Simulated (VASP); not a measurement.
# Ti (Fmmm) in VASP: a series of runs

Ti is run at these levels: PBE; tasks: relaxation of cell and atoms, single point.

Everything below comes from runs of VASP 6.6.1. Logs are shortened: lines on timing, memory, paths and dates and some standing lists are left out, and cuts for length are marked.

## (1) The cell of the first run

The structure is orthorhombic, space group Fmmm (No. 69). Conventional cell: a = 3.778 Å, b = 4.030 Å, c = 9.818 Å, α = 90.00°, β = 90.00°, γ = 90.00°. Ti (site symmetry mm2) has 9 Ti at 2.72 to 2.95 Å within 3.6 Å.

## (2) Relaxation of cell and atoms, PBE

The input, INCAR:

```
PREC = Accurate ; ENCUT = 600
EDIFF = 1E-6 ; ISMEAR = 0
SIGMA = 0.1 ; LREAL = F
LASPH = T ; NELM = 100
ALGO = Normal ; ISIF = 3
LWAVE = F ; LCHARG = F
GGA = PE ; IBRION = 2
NSW = 90 ; EDIFFG = -0.04
```

The input, KPOINTS:

```
Automatic mesh
0
Gamma
  6 6 6
```

The input, POSCAR:

```
Ti
1.0
    0.0000000000      2.0147580913      4.9090552324
    1.8888690802      0.0000000000      4.9090552324
    1.8888690802      2.0147580913      0.0000000000
Ti
2
Direct
    0.8497263636      0.8497263636      0.1502736364
    0.1502736364      0.1502736364      0.8497263636
```

Potentials or basis: VASP PAW PBE potentials, release 64 (Ti_sv).

Run with:

```console
$ cat potpaw_PBE.64/Ti_sv/POTCAR > POTCAR
$ mpirun -np 1 vasp_std > vasp.out
```

OUTCAR:

```text
PREC = Accurate
   ENCUT = 600
   EDIFF = 1E-6
   ISMEAR = 0
   LREAL = F
   LASPH = T
   NELM = 100
   ISIF = 3
   GGA = PE
   IBRION = 2
   NSW = 90
   EDIFFG = -0.04

 ion  position               nearest neighbor table
   1  0.850  0.850  0.150-   2 2.72   2 2.72   2 2.81   2 2.81
   2  0.150  0.150  0.850-   1 2.72   1 2.72   1 2.81   1 2.81

  LATTYP: Found a face centered orthorhombic cell.
 ALAT       =     3.7777381604
 B/A-ratio  =     1.0666478225
 C/A-ratio  =     2.5989388486

  Lattice vectors:

 A1 = (   0.0000000000,   2.0147580913,   4.9090552324)
 A2 = (   1.8888690802,   0.0000000000,   4.9090552324)
 A3 = (   1.8888690802,   2.0147580913,   0.0000000000)

Analysis of symmetry for initial positions (statically):
=====================================================================
 Subroutine PRICEL returns:
 Original cell was already a primitive cell.

 Routine SETGRP: Setting up the symmetry group for a
 face centered orthorhombic supercell.

 Subroutine GETGRP returns: Found  8 space group operations
 (whereof  8 operations were pure point group operations)
 out of a pool of  8 trial point group operations.

The static configuration has the point symmetry D_2h.

Analysis of symmetry for dynamics (positions and initial velocities):
=====================================================================
 Subroutine PRICEL returns:
 Original cell was already a primitive cell.

 Routine SETGRP: Setting up the symmetry group for a
 face centered orthorhombic supercell.

 Subroutine GETGRP returns: Found  8 space group operations
 (whereof  8 operations were pure point group operations)
 out of a pool of  8 trial point group operations.

The dynamic configuration has the point symmetry D_2h.

 Subroutine INISYM returns: Found  8 space group operations
 (whereof  8 operations are pure point group operations),
 and found     1 'primitive' translations

----------------------------------------------------------------------------------------

                                     Primitive cell

  volume of cell :      37.3639

  direct lattice vectors                    reciprocal lattice vectors
[... 144 lines left out ...]
  Total        0.0433085     -0.0114604     -0.1041194      0.0000000      0.0000000      0.0000000
  in kB        1.8570833     -0.4914238     -4.4646714      0.0000000      0.0000000      0.0000000
  external PRESSURE =      -1.0330040 kB  Pullay stress =       0.0000000 kB

 VOLUME and BASIS-vectors are now :
 -----------------------------------------------------------------------------
  energy-cutoff  :      600.00
  volume of cell :       37.36
      direct lattice vectors                 reciprocal lattice vectors
     0.000000000  2.014758091  4.909055232    -0.264708658  0.248168751  0.101852592
     1.888869080  0.000000000  4.909055232     0.264708658 -0.248168751  0.101852592
     1.888869080  2.014758091  0.000000000     0.264708658  0.248168751 -0.101852592

 POSITION                                       TOTAL-FORCE (eV/Angst)
 -----------------------------------------------------------------------------------
      1.88887      2.01476      8.34271         0.000000      0.000000     -0.025781
      1.88887      2.01476      1.47540         0.000000      0.000000      0.025781
 -----------------------------------------------------------------------------------
    total drift:                                0.000000      0.000000     -0.000000

  FREE ENERGIE OF THE ION-ELECTRON SYSTEM (eV)
  ---------------------------------------------------
  free  energy   TOTEN  =       -15.2268871077 eV

  energy  without entropy=      -15.2215776289  energy(sigma->0) =      -15.22423237

--------------------------------------- Ionic step        2  -------------------------------------------

 number of electron      24.0000001 magnetization

 Free energy of the ion-electron system (eV)
  ---------------------------------------------------
  ext. energy  EPLUGINS =         0.00000000
  ---------------------------------------------------
  free energy    TOTEN  =       -15.22708727 eV

  energy without entropy =      -15.22183945  energy(sigma->0) =      -15.22446336

 E-fermi :   7.4658     XC(G=0): -11.0346

 val. band max:        7.4289913558   @ k =  -0.3333   0.1667   0.0000
 cond. band min:       7.5261384528   @ k =   0.3333   0.3333   0.0000
 fundamental gap:      0.0971470970
 Fermi energy:         7.4658078545

 k-point     1 :       0.0000    0.0000    0.0000
  band No.  band energies     occupation
      1     -49.2726      2.00000
      2     -49.1077      2.00000
      3     -25.7540      2.00000
      4     -25.2721      2.00000
      5     -25.2058      2.00000
      6     -25.0920      2.00000
[... 433 lines left out ...]
      3     -25.6074      2.00000
      4     -25.4106      2.00000
      5     -25.3863      2.00000
      6     -25.2153      2.00000
[... 8 lines left out ...]
     15       8.9986      0.00000
     16       9.1452      0.00000

 [... further k-points ...]

------------------------ aborting loop because EDIFF is reached ----------------------------------------

  FORCE on cell =-STRESS in cart. coord.  units (eV):
  Direction    XX          YY          ZZ          XY          YZ          ZX
  --------------------------------------------------------------------------------------
  -------------------------------------------------------------------------------------
  Total        0.0336794     -0.0251207      0.0080879     -0.0000000      0.0000000      0.0000000
  in kB        1.4467102     -1.0790675      0.3474169     -0.0000000      0.0000000      0.0000000
  external PRESSURE =       0.2383532 kB  Pullay stress =       0.0000000 kB

 VOLUME and BASIS-vectors are now :
 -----------------------------------------------------------------------------
  energy-cutoff  :      600.00
  volume of cell :       37.30
      direct lattice vectors                 reciprocal lattice vectors
     0.000000000  2.014201133  4.896726151    -0.264432417  0.248237374  0.102109039
     1.890842305  0.000000000  4.896726151     0.264432417 -0.248237374  0.102109039
     1.890842305  2.014201133  0.000000000     0.264432417  0.248237374 -0.102109039

 POSITION                                       TOTAL-FORCE (eV/Angst)
 -----------------------------------------------------------------------------------
      1.89084      2.01420      8.32051         0.000000      0.000000      0.010335
      1.89084      2.01420      1.47294         0.000000      0.000000     -0.010335
 -----------------------------------------------------------------------------------
    total drift:                                0.000000      0.000000     -0.000000

  FREE ENERGIE OF THE ION-ELECTRON SYSTEM (eV)
  ---------------------------------------------------
  free  energy   TOTEN  =       -15.2270872675 eV

  energy  without entropy=      -15.2218394459  energy(sigma->0) =      -15.22446336

 reached required accuracy - stopping structural energy minimisation
```

OSZICAR:

```text
N       E                     dE             d eps       ncg     rms          rms(c)
DAV:   1     0.273295584611E+03    0.27330E+03   -0.14557E+04  1472   0.202E+03
DAV:   2     0.140153572077E+02   -0.25928E+03   -0.25764E+03  1504   0.529E+02
DAV:   3    -0.160203366354E+02   -0.30036E+02   -0.29880E+02  2920   0.142E+02
[... 14 lines left out ...]
DAV:   3    -0.152270519988E+02    0.33820E-03   -0.26338E-03  2416   0.482E-01    0.563E-02
DAV:   4    -0.152270646040E+02   -0.12605E-04   -0.22359E-04  1752   0.179E-01    0.257E-02
DAV:   5    -0.152270814490E+02   -0.16845E-04   -0.58569E-05  2448   0.604E-02    0.156E-02
DAV:   6    -0.152270866404E+02   -0.51914E-05   -0.85657E-06  1664   0.297E-02    0.473E-03
DAV:   7    -0.152270872675E+02   -0.62705E-06   -0.17735E-06  1256   0.124E-02
   2 F= -.15227087E+02 E0= -.15224463E+02  d E =-.200160E-03
```

CONTCAR:

```text
Ti
   1.00000000000000
     0.0000000000000000    2.0142011333392893    4.8967261513067015
     1.8908423048365581    0.0000000000000000    4.8967261513067015
     1.8908423048365581    2.0142011333392893    0.0000000000000000
  Ti
     2
Direct
     0.8495996860396291    0.8495996860396291    0.1504003139603710
     0.1504003139603710    0.1504003139603710    0.8495996860396291

  0.00000000E+00  0.00000000E+00  0.00000000E+00
  0.00000000E+00  0.00000000E+00  0.00000000E+00
```

Wall time 45 s (1 thread of AMD EPYC 9R45 (Zen 5), shared host); peak memory 0.17 GiB.

What came out:

| Quantity | Value |
| --- | --- |
| Free energy | -15.2271 eV |
| Relaxed volume | 18.65 Å³/atom |
| Relaxed cell | a = 5.295 Å, b = 5.249 Å, c = 2.763 Å, α = 75.73°, β = 73.90°, γ = 30.38° |
| Space group after relaxing (to 0.1 Å) | Fmmm (No. 69) |
| Energy gained by relaxing | 0.1 meV/atom |
| Ionic steps | 2 |
| Pressure after relaxing | 0.0 GPa |
| Largest force after relaxing | 0.010 eV/Å |
| Band gap on the k mesh | zero (bands 12 and 13 overlap by 0.47 eV) |

Forces in eV/Å, atoms in the order of the input:
```
Ti   0.000  0.000  0.010
Ti   0.000  0.000 -0.010
```

Stress tensor (GPa, compression positive):
```
 0.14  0.00  0.00
 0.00 -0.11  0.00
 0.00  0.00  0.03
```

Step by step:
```
step  energy change (eV)  largest force (eV/Å)  pressure (GPa)  volume (Å³)
   1              0.0000                0.0258           -0.10        37.36
   2             -0.0002                0.0103            0.02        37.30
```

Final structure:
```xyz
2
Lattice="0.0000 2.0142 4.8967 1.8908 0.0000 4.8967 1.8908 2.0142 0.0000" Properties=species:S:1:pos:R:3 pbc="T T T"
Ti    1.8908    2.0142    8.3205
Ti    1.8908    2.0142    1.4729
```

Caveat: the k points lie up to 0.39 Å⁻¹ apart in the final cell.

## (3) Single point, PBE

This run uses another cell than the first one: it holds 4 atoms, not 2.

The input, INCAR:

```
SYSTEM = Ti
PREC = Accurate
ENCUT = 520
EDIFF = 1E-7
ISMEAR = 0
SIGMA = 0.1
LREAL = .FALSE.
LASPH = .TRUE.
NELM = 80
ALGO = Normal
ISIF = 2
LWAVE = .FALSE.
LCHARG = .TRUE.
GGA = PE
LELF = .TRUE.
LVHAR = .TRUE.
NBANDS = 32
```

The input, KPOINTS:

```
regular mesh
0
G
  6 6 4
  0 0 0
```

The input, POSCAR:

```
Ti
1.0
    1.4675928826     -4.8575664242      0.0000000000
    1.4675928826      4.8575664242      0.0000000000
    0.0000000000      0.0000000000      4.9301871127
Ti
4
Direct
    0.1351288926      0.8648711074      0.9999982798
    0.6351288926      0.3648711074      0.5000017202
    0.8648711074      0.1351288926      0.0000017202
    0.3648711074      0.6351288926      0.4999982798
```

Potentials or basis: VASP PAW PBE potentials, release 64 (Ti_sv).

Run with:

```console
$ cat potpaw_PBE.64/Ti_sv/POTCAR > POTCAR
$ mpirun -np 1 vasp_std > vasp.out
```

Run time: 56 s. Hardware: 1 thread of Intel Xeon 6975P-C (Granite Rapids), shared host; peak memory 0.26 GiB.

It converged, with:

- Free energy: -30.7270 eV
- Pressure: -0.1 GPa
- Band gap on the k mesh: zero (bands 24 and 25 overlap by 1.08 eV)

Forces on the atoms (eV/Å):
```
Ti   0.000 -0.002  0.000
Ti   0.000 -0.002  0.000
Ti   0.000  0.002  0.000
Ti   0.000  0.002  0.000
```

Stress tensor (GPa, compression positive):
```
-0.10  0.00  0.00
 0.00 -0.11  0.00
 0.00  0.00  0.00
```

Levels at points of the mesh, in eV from the Fermi level:
| k point | band 22 | band 23 | band 24 | band 25 | band 26 | band 27 |
| --- | --- | --- | --- | --- | --- | --- |
| (0.00, 0.00, 0.00) | -0.39 | 0.37 | 0.63 | 0.77 | 0.89 | 1.29 |
| (0.50, 0.00, 0.00) | -0.95 | -0.27 | -0.27 | -0.26 | -0.26 | 1.26 |
| (0.50, 0.50, 0.00) | -1.19 | -1.03 | 0.49 | 0.63 | 0.84 | 0.89 |
| (0.00, 0.00, 0.50) | -1.17 | -0.03 | -0.03 | 0.55 | 0.55 | 1.50 |
| (0.50, 0.00, 0.50) | -1.02 | -0.69 | -0.69 | 0.56 | 0.56 | 1.66 |
| (0.50, 0.50, 0.50) | -1.04 | 0.16 | 0.16 | 0.87 | 0.87 | 0.88 |

Caveat: the k points lie up to 0.37 Å⁻¹ apart, too coarse for converged energies and pressures of a metal.
